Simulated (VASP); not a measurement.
GaAs, 2 atoms in the cell. Symmetry: F-43m, No. 216, cubic system. The conventional cell has a = 5.691 Å, b = 5.691 Å, c = 5.691 Å, α = 90.00°, β = 90.00°, γ = 90.00°. Ga (site symmetry -43m) has 4 As at 2.46 Å within 3.3 Å. Within 3.3 Å of As (site symmetry -43m) lie 4 Ga at 2.46 Å. 

| Item | Value |
| --- | --- |
| Program | VASP 6.6.1 |
| Task | single point |
| Functional | LDA |
| Potentials or basis | VASP PAW LDA potentials, release 64 (Ga_d, As) |
| Cutoff | 520 eV |
| k mesh | 11 × 11 × 11 |
| Occupations | fermi-dirac, width 0.05 eV |
| Spin | no spin polarisation |
| Dipole correction | no |
| Further INCAR settings | ALGO = Normal; EDIFF = 1e-07; NBANDS = 16 |

Potentials or basis: VASP PAW LDA potentials, release 64 (Ga_d, As).

Command:

```sh
$ cat potpaw_LDA.64/Ga_d/POTCAR potpaw_LDA.64/As/POTCAR > POTCAR
$ mpirun -np 1 vasp_std > vasp.out
```

Hardware: 1 thread of Intel Xeon 8259CL, with other jobs on the host.

Task: Estimate the wall time of this run.

Result: Wall time 66 s on 1 thread of Intel Xeon 8259CL, with other jobs on the host, peak memory 0.18 GiB. Counts: scf iterations 13, k points 56.
